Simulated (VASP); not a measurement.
# Cu (P-1) in VASP: single point with PBE

Aim: the single point of Cu with PBE.

All numbers are computed with VASP 6.6.1; they aren't measurements. Logs are shortened: lines on timing, memory, paths and dates and some standing lists are left out, and cuts for length are marked.

### 1 The cell of the first run

The typed cell holds 5 atoms: a = 4.247 Å, b = 6.715 Å, c = 2.594 Å, α = 79.65°, β = 124.70°, γ = 108.43°.

### 2 Single point, PBE

Contents of INCAR:

```
SYSTEM = Cu
ALGO = Fast
EDIFF = 1E-6
ENCUT = 520
GGA = PE
ISIF = 2
ISMEAR = 0
LASPH = .True.
LCHARG = .False.
LREAL = .False.
LWAVE = .False.
NBANDS = 36
NELM = 100
PREC = Accurate
SIGMA = 0.1
```

Contents of KPOINTS:

```
k-points
0
Gamma
  9 6 16
  0 0 0
```

Contents of POSCAR:

```
Cu
1.0
    4.2464200753     -0.0000071445     -0.0604223097
   -2.1232207544      6.3702782862      0.0287047504
   -1.4462517148     -0.0005091807      2.1537436604
Cu
5
Direct
    0.4000000000      0.8000000000      0.0000000000
    0.2000000000      0.4000000000      0.0000000000
    0.8000000000      0.6000000000      0.0000000000
    0.0000000000      0.0000000000      0.0000000000
    0.6000000000      0.2000000000      0.0000000000
```

Potentials or basis: VASP PAW PBE potentials, release 64 (Cu).

The run is started by

```
$ cat potpaw_PBE.64/Cu/POTCAR > POTCAR
$ mpirun -np 1 vasp_std > vasp.out
```

OUTCAR:

```text
SYSTEM = Cu
   EDIFF = 1E-6
   ENCUT = 520
   GGA = PE
   ISIF = 2
   ISMEAR = 0
   LASPH = .True.
   LREAL = .False.
   NELM = 100
   PREC = Accurate

 ion  position               nearest neighbor table
   1  0.400  0.800  0.000-   3 2.48   4 2.48   3 2.48   4 2.48   2 2.55   5 2.55   3 2.57   4 2.57
                             3 2.57   4 2.57
   2  0.200  0.400  0.000-   5 2.48   3 2.48   3 2.48   5 2.48   1 2.55   4 2.55   5 2.57   3 2.57
                             5 2.57   3 2.57
   3  0.800  0.600  0.000-   1 2.48   2 2.48   2 2.48   1 2.48   5 2.55   4 2.55   1 2.57   2 2.57
                             1 2.57   2 2.57
   4  0.000  0.000  0.000-   1 2.48   5 2.48   5 2.48   1 2.48   2 2.55   3 2.55   5 2.57   1 2.57
                             1 2.57   5 2.57
   5  0.600  0.200  0.000-   2 2.48   4 2.48   2 2.48   4 2.48   3 2.55   1 2.55   2 2.57   4 2.57
                             2 2.57   4 2.57

  LATTYP: Found a triclinic cell.
 ALAT       =     3.4961317754
 B/A-ratio  =     1.2750237400
 C/A-ratio  =     2.9544697565
 COS(alpha) =     0.0230861918
 COS(beta)  =     0.4761273933
 COS(gamma) =     0.8137340426

  Lattice vectors:

 A1 = (   2.8001683605,  -0.0005163252,   2.0933213507)
 A2 = (   1.3539166457,  -0.0010255059,   4.2470650111)
 A3 = (   7.8158925445,  -6.3697762500,  -2.2428707205)

Analysis of symmetry for initial positions (statically):
=====================================================================
 Subroutine PRICEL returns following result:

  LATTYP: Found a triclinic cell.
 ALAT       =     2.4763177635
 B/A-ratio  =     1.0289915108
 C/A-ratio  =     1.0476336032
 COS(alpha) =     0.0003916518
 COS(beta)  =     0.4883153169
 COS(gamma) =     0.5144957554

  Lattice vectors:

 A1 = (  -2.1232078943,  -1.2740513705,   0.0305124357)
 A2 = (   0.0000042867,  -2.5481098856,   0.0006025618)
 A3 = (  -1.4462517148,  -0.0005091807,   2.1537436604)

   5 primitive cells build up your supercell.

 Routine SETGRP: Setting up the symmetry group for a
 triclinic supercell.

 Subroutine GETGRP returns: Found  2 space group operations
 (whereof  2 operations were pure point group operations)
 out of a pool of  2 trial point group operations.

The static configuration has the point symmetry S_2 .

Analysis of symmetry for dynamics (positions and initial velocities):
=====================================================================
 Subroutine PRICEL returns following result:

  LATTYP: Found a triclinic cell.
 ALAT       =     2.4763177635
 B/A-ratio  =     1.0289915108
 C/A-ratio  =     1.0476336032
 COS(alpha) =     0.0003916518
 COS(beta)  =     0.4883153169
 COS(gamma) =     0.5144957554

  Lattice vectors:

 A1 = (  -2.1232078943,  -1.2740513705,   0.0305124357)
 A2 = (   0.0000042867,  -2.5481098856,   0.0006025618)
 A3 = (  -1.4462517148,  -0.0005091807,   2.1537436604)

   5 primitive cells build up your supercell.

 Routine SETGRP: Setting up the symmetry group for a
 triclinic supercell.

 Subroutine GETGRP returns: Found  2 space group operations
 (whereof  2 operations were pure point group operations)
 out of a pool of  2 trial point group operations.

The dynamic configuration has the point symmetry S_2 .

 Subroutine INISYM returns: Found  2 space group operations
 (whereof  2 operations are pure point group operations),
 and found     5 'primitive' translations

----------------------------------------------------------------------------------------

                                     Primitive cell

  volume of cell :      11.5408

  direct lattice vectors                    reciprocal lattice vectors
    -2.123207894 -1.274051371  0.030512436    -0.475528571 -0.000076311 -0.319320290
     0.000004287 -2.548109886  0.000602562     0.237762286 -0.392409620  0.159566021
    -1.446251715 -0.000509181  2.153743660     0.006670371  0.000110867  0.468787029

  length of vectors
     2.476317764  2.548109957  2.594273701     0.572793920  0.485775184  0.468834496

  position of ions in fractional coordinates (direct lattice)
     0.000000000  0.000000000  1.000000000

  ion indices of the primitive-cell ions
   primitive index   ion index
                 1           1

----------------------------------------------------------------------------------------

 KPOINTS: k-points

Automatic generation of k-mesh.
 Grid dimensions read from file:
 generate k-points for:    9    6   16

 Generating k-lattice:

  Cartesian coordinates                     Fractional coordinates (reciprocal lattice)
     0.026418298  0.008725301  0.017742108     0.111111111 -0.000000000  0.000000000
     0.000000133  0.026163185  0.000006275     0.000000000  0.166666667 -0.000000000
     0.000416898  0.000006929  0.029299189    -0.000000000  0.000000000  0.062500000

  Length of vectors
     0.032997572  0.026163186  0.029302156

  Shift w.r.t. Gamma in fractional coordinates (k-lattice)
     0.000000000  0.000000000  0.000000000

 Subroutine IBZKPT returns following result:
 ===========================================

 Found    434 irreducible k-points:

 Following reciprocal coordinates:
            Coordinates               Weight
  0.000000  0.000000  0.000000      1.000000
  0.111111 -0.000000  0.000000      2.000000
  0.222222 -0.000000  0.000000      2.000000
  0.333333 -0.000000  0.000000      2.000000
  0.444444 -0.000000  0.000000      2.000000
 -0.000000  0.166667  0.000000      2.000000
[... 16 lines left out ...]
 -0.111111  0.333333 -0.000000      2.000000
 -0.000000  0.500000 -0.000000      1.000000
 [... further k-points ...]
   k-points           NKPTS =    434   k-points in BZ     NKDIM =    434   number of bands    NBANDS=     36
   number of dos      NEDOS =    301   number of ions     NIONS =      5
   total plane-waves  NPLWV =  32000
   dimension x,y,z NGX =    32 NGY =   50 NGZ =   20
   dimension x,y,z NGXF=    64 NGYF=  100 NGZF=   40
   ions per type =               5
   NGX,Y,Z   is equivalent  to a cutoff of  12.53, 12.38, 12.82 a.u.
   NGXF,Y,Z  is equivalent  to a cutoff of  25.05, 24.76, 25.63 a.u.
 SYSTEM =  Cu
   PREC   = accura    normal or accurate (medium, high low for compatibility)
   ISTART =      0    job   : 0-new  1-cont  2-samecut
   ICHARG =      2    charge: 1-file 2-atom 10-const
   ISPIN  =      1    spin polarized calculation?
   LNONCOLLINEAR =      F non collinear calculations
   LSORBIT =      F    spin-orbit coupling
   LASPH  =      T    aspherical Exc in radial PAW
   ENCUT  =  520.0 eV  38.22 Ry    6.18 a.u.   7.90 12.49  4.82*2*pi/ulx,y,z
   NELM   =    100;   NELMIN=  2; NELMDL= -5     # of ELM steps
   EDIFF  = 0.1E-05   stopping-criterion for ELM
   LREAL  =      F    real-space projection
   EDIFFG = 0.1E-04   stopping-criterion for IOM
   NSW    =      0    number of steps for IOM
   IBRION =     -1    ionic relax: 0-MD 1-quasi-New 2-CG
   NFREE  =      0    steps in history (QN), initial steepest desc. (CG)
   ISIF   =      2    stress and relaxation
   ISYM   =      2    0-nonsym 1-usesym 2-fastsym
   POTIM  = 0.5000    time-step for ionic-motion
   TEBEG  =    0.0;   TEEND  =   0.0 temperature during run
   PSTRESS=    0.0 pullay stress
   NELECT =      55.0000    total number of electrons
   NUPDOWN=      -1.0000    fix difference up-down
   EMIN   =  10.00;   EMAX   =-10.00  energy-range for DOS
   EFERMI =   0.00;   METHOD = LEGACY
   ISMEAR =     0;   SIGMA  =   0.10  broadening in eV -4-tet -1-fermi 0-gaus
   EFERMI_NEDOS =   21; number of points for ismear=-14 and -15
   IALGO  =     68    algorithm
   IMIX   =      4    mixing-type and parameters
     AMIX     =   0.40;   BMIX     =  1.00
     AMIX_MAG =   1.60;   BMIX_MAG =  1.00
  volume/ion in A,a.u.               =      11.54        77.88
  Fermi-wavevector in a.u.,A,eV,Ry     =   1.611118  3.044571 35.316638  2.595700
  Thomas-Fermi vector in A             =   2.706559
   LORBIT       =      0    0 simple, 1 ext, 2 COOP (PROOUT), +10 PAW based schemes
   GGA     = PE    functional components
   LHFCALC =     F    Hartree Fock is set to
   AEXX    =    0.0000 exact exchange contribution
   IVDW    =     0    specifies the selected vdW correction
   LEPSILON=     F    determine dielectric tensor
   LRPA    =     F    only Hartree local field effects (RPA)
 non-spin polarized calculation
 RMM-DIIS sequential band-by-band and
 Gauss-broadening in eV      SIGMA  =   0.10
  energy-cutoff  :      520.00
  volume of cell :       57.70
 maximum number of plane-waves:      1572
   NGX = 15   NGY = 25   NGZ =  9

 number of electron      54.9999954 magnetization

 Free energy of the ion-electron system (eV)
  ---------------------------------------------------
  ext. energy  EPLUGINS =         0.00000000
  ---------------------------------------------------
  free energy    TOTEN  =       -18.54255069 eV

  energy without entropy =      -18.53588839  energy(sigma->0) =      -18.53921954

 E-fermi :   7.9092     XC(G=0): -12.8588

 val. band max:        7.9090658658   @ k =   0.2222  -0.1667   0.1875
 cond. band min:       7.9174402821   @ k =   0.4444   0.3333   0.2500
 fundamental gap:      0.0083744162
 Fermi energy:         7.9092115140

 k-point     1 :       0.0000    0.0000    0.0000
  band No.  band energies     occupation
      1      -1.6524      2.00000
      2       1.8068      2.00000
      3       1.8068      2.00000
      4       3.2947      2.00000
      5       3.2947      2.00000
      6       3.5664      2.00000
[... 28 lines left out ...]
     35      20.9116      0.00000
     36      20.9242      0.00000

 k-point     2 :       0.1111   -0.0000    0.0000
  band No.  band energies     occupation
      1      -1.4793      2.00000
      2       1.5846      2.00000
      3       2.1636      2.00000
      4       3.2320      2.00000
      5       3.3895      2.00000
      6       3.5562      2.00000
[... 28 lines left out ...]
     35      18.3417      0.00000
     36      19.5213      0.00000
[... 817 lines left out ...]
     35      19.2821      0.00000
     36      20.6573      0.00000

 k-point    24 :      -0.0000    0.5000   -0.0000
  band No.  band energies     occupation
      1      -0.6914      2.00000
      2      -0.6914      2.00000
      3       2.8871      2.00000
      4       3.3125      2.00000
      5       3.6900      2.00000
      6       3.6900      2.00000
[... 28 lines left out ...]
     35      18.0188      0.00000
     36      20.1412      0.00000

 [... further k-points ...]

------------------------ aborting loop because EDIFF is reached ----------------------------------------

  FORCE on cell =-STRESS in cart. coord.  units (eV):
  Direction    XX          YY          ZZ          XY          YZ          ZX
  --------------------------------------------------------------------------------------
  -------------------------------------------------------------------------------------
  Total        4.1358541      2.5840545      0.1989914      0.0140065      0.0044903     -0.0509625
  in kB      114.8339388     71.7474906      5.5250895      0.3888977      0.1246764     -1.4149986
  external PRESSURE =      64.0355063 kB  Pullay stress =       0.0000000 kB

 VOLUME and BASIS-vectors are now :
 -----------------------------------------------------------------------------
  energy-cutoff  :      520.00
  volume of cell :       57.70
      direct lattice vectors                 reciprocal lattice vectors
     4.246420075 -0.000007144 -0.060422310     0.237764685  0.078527711  0.159678970
    -2.123220754  6.370278286  0.028704750     0.000000800  0.156979110  0.000037650
    -1.446251715 -0.000509181  2.153743660     0.006670371  0.000110867  0.468787029

 POSITION                                       TOTAL-FORCE (eV/Angst)
 -----------------------------------------------------------------------------------
     -0.00001      5.09622     -0.00121        -0.000000      0.000000     -0.000000
     -0.00000      2.54811     -0.00060         0.000000     -0.000000      0.000000
      2.12320      3.82216     -0.03111         0.000000     -0.000000     -0.000000
      0.00000      0.00000      0.00000         0.000000     -0.000000      0.000000
      2.12321      1.27405     -0.03051        -0.000000      0.000000     -0.000000
 -----------------------------------------------------------------------------------
    total drift:                               -0.000000      0.000000      0.000000

  FREE ENERGIE OF THE ION-ELECTRON SYSTEM (eV)
  ---------------------------------------------------
  free  energy   TOTEN  =       -18.5425506909 eV

  energy  without entropy=      -18.5358883941  energy(sigma->0) =      -18.53921954
```

Wall time 7.2 min (1 thread of Intel Xeon 6975P-C (Granite Rapids), shared host); peak memory 0.66 GiB.

What came out:

- Free energy: -18.5426 eV
- Pressure: 6.4 GPa
- Band gap on the k mesh: zero (an odd number of electrons rules out a gap without spin polarisation)

Levels at points of the mesh, in eV from the Fermi level:
| k point | band 23 | band 24 | band 25 | band 26 | band 27 | band 28 | band 29 | band 30 | band 31 | band 32 |
| --- | --- | --- | --- | --- | --- | --- | --- | --- | --- | --- |
| (0.00, 0.00, 0.00) | -2.04 | -2.04 | -1.68 | -1.68 | -1.39 | -1.39 | 4.01 | 4.01 | 7.28 | 7.28 |
| (0.00, 0.50, 0.00) | -2.08 | -2.08 | -1.74 | -1.54 | -1.51 | 1.48 | 1.48 | 2.06 | 7.94 | 7.94 |
| (0.00, 0.00, 0.50) | -1.70 | -1.69 | -1.69 | -1.49 | 1.54 | 1.54 | 3.24 | 4.52 | 4.52 | 4.55 |
| (0.00, 0.50, 0.50) | -1.71 | -1.71 | -1.57 | -0.83 | 0.99 | 0.99 | 3.51 | 3.51 | 4.25 | 5.13 |

Caveat: the stress differs along the axes, from 1 to 11 GPa.
